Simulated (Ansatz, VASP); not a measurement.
# Cu6H: VASP beside Ansatz

```
Cu H
1.0
     5.13324    0.00000    0.00000
     0.00000    5.13324    0.00000
     0.00000    0.00000   21.52891
Cu H
12 2
Direct
  0.25000 0.25000 0.18580
  0.25000 0.75000 0.18580
  0.75000 0.25000 0.18580
  0.75000 0.75000 0.18580
  0.00000 0.00000 0.26776
  0.00000 0.50000 0.26776
  0.50000 0.00000 0.26776
  0.50000 0.50000 0.26776
  0.25000 0.25000 0.34971
  0.25000 0.75000 0.34971
  0.75000 0.25000 0.34971
  0.75000 0.75000 0.34971
  0.06990 0.00000 0.38548
  0.43010 0.00000 0.38548
```

Alike in both runs: task single point; functional PBE; k mesh 5 × 5 × 1; occupations gaussian, width 0.1 eV; no spin polarisation.

|  | VASP | Ansatz |
| --- | --- | --- |
| version | VASP 6.6.1 | Ansatz 0.2.0 |
| potentials or method | VASP PAW PBE potentials, release 64 (Cu, H), cutoff 520 eV | scalar-relativistic, plane waves, PAW |
| valence electrons in the cell | 134 | 230 |

```csv
,VASP,Ansatz,Ansatz less VASP
gap on the k mesh at the Fermi level (eV),none,none,-
rms of the force components (eV/Å),0.237,0.235,-0.0022
"work function, face that differs most (eV)",4.56,4.58,+0.017
```

Atom by atom the forces differ by 0.013 eV/Å (rms over components). A gap of «none» marks a metal or a gap that the smearing closes. With one functional, cell and mesh, what is left measures potentials, basis and numerics. VASP's potentials hold 134 valence electrons a cell and Ansatz's 230, so a difference there can come from the potentials and not from the codes.
